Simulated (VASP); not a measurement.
Crystal: ZrO2.

```
Zr O
1.0
     3.67532    0.00000    0.00000
     0.00000    3.67532    0.00000
     0.00000    0.00000    5.36167
Zr O
2 4
Cartesian
  0.0000 0.0000 0.0000
  1.8377 1.8377 2.6808
  0.0000 1.8377 1.6470
  0.0000 1.8377 4.3279
  1.8377 0.0000 3.7146
  1.8377 0.0000 1.0338
```

This cell differs from its parent crystal: equal strain along all axes, cell held: +1.5 %.

* Program: VASP 6.6.1
* Task: relaxation of the atoms
* Functional: PBE
* Potentials or basis: VASP PAW PBE potentials, release 64 (Zr_sv, O)
* Cutoff: 520 eV
* k mesh: 6 × 6 × 4
* Occupations: gaussian, width 0.02 eV
* Spin: no spin polarisation

At the start: pressure -9.0 GPa; volume 12.07 Å³/atom.

Where does the relaxation end?

Over 4 steps the energy falls by 3.3 meV/atom; space group P4_2/nmc (No. 137, to 0.1 Å) before and after.

The path:
```tsv
step	energy change (eV)	largest force (eV/Å)	pressure (GPa)
1	0.0000	0.2171	-8.95
2	-0.0081	0.1695	-8.47
3	-0.0197	0.0106	-6.92
4	-0.0197	0.0009	-6.82
```

Final structure:
```
CELL_PARAMETERS angstrom
3.67532 0.00000 0.00000
0.00000 3.67532 0.00000
0.00000 0.00000 5.36167
ATOMIC_POSITIONS crystal
Zr 0.00000 0.00000 0.00000
Zr 0.50000 0.50000 0.50000
O 0.00000 0.50000 0.31539
O 0.00000 0.50000 0.81539
O 0.50000 0.00000 0.68461
O 0.50000 0.00000 0.18461
```

Caveat: the cell differs from its parent crystal (equal strain along all axes, cell held: +1.5 %).
